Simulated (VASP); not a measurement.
# SnO: electric field gradients with PBE

Crystal: SnO.

```
Sn O
1.0
     3.81463    0.00000    0.00000
     0.00000    3.81463    0.00000
     0.00000    0.00000    4.85207
Sn O
2 2
Direct
  0.00000 0.50000 0.23850
  0.50000 0.00000 0.76150
  0.00000 0.00000 0.00000
  0.50000 0.50000 0.00000
```

This cell differs from its parent crystal: volume scaled by 1.01.

```yaml
Program: VASP 6.6.1
Task: electric field gradients
Functional: PBE
Potentials_or_basis: VASP PAW PBE potentials, release 64 (Sn_d, O)
Cutoff: 520 eV
k_mesh: 8 × 8 × 6
Occupations: fermi-dirac, width 0.01 eV
Spin: no spin polarisation
Dipole_correction: no
Further_INCAR_settings: ALGO = Normal; EDIFF = 1e-08; NBANDS = 28
```

```yaml
Pressure: 3.4 GPa
Largest_force: 0.289 eV/Å
Band_gap_on_the_k_mesh: 0.07 eV, indirect (least direct gap 1.97 eV)
```

Forces in eV/Å, atoms in the order of the input:
```
Sn   0.000  0.000  0.289
Sn   0.000  0.000 -0.289
O    0.000  0.000  0.000
O    0.000  0.000  0.000
```

Stress tensor (GPa, compression positive):
```
3.76 0.00 0.00
0.00 3.76 0.00
0.00 0.00 2.77
```

Levels at points of the mesh, in eV from the valence-band top:
```csv
k point,band 18,band 19,band 20,band 21,band 22,band 23
"(0.00, 0.00, 0.00)",-3.14,-3.14,0.00,2.08,4.39,4.64
"(0.50, 0.00, 0.00)",-4.80,-2.71,-2.71,3.17,3.17,5.87
"(0.50, 0.50, 0.00)",-2.49,-1.90,-1.90,0.07,0.07,4.45
"(0.00, 0.00, 0.50)",-3.16,-3.15,-2.22,1.71,2.94,2.94
"(0.50, 0.00, 0.50)",-4.77,-1.75,-1.75,2.56,2.56,5.39
"(0.50, 0.50, 0.50)",-2.69,-2.49,-2.49,2.32,2.32,4.02
```

Electric field gradients, principal values (V/Å²):
```tsv
atom	least	middle	greatest (by size)
1 Sn	82.490	82.490	-164.980
2 Sn	82.490	82.490	-164.980
3 O	-0.980	-0.980	1.960
4 O	-0.980	-0.980	1.960
```

Wall time 64 s on 1 thread of Intel(R) Xeon(R) 6975P-C (Granite Rapids), on a shared host, peak memory 0.23 GiB.

Caveat: without QUAD_EFG the Cq values of the log hold for a quadrupole moment of 1 mb, not for the nuclei; spin-orbit coupling is left out, which moves the levels of the heavy elements. A k mesh can miss the band edges.
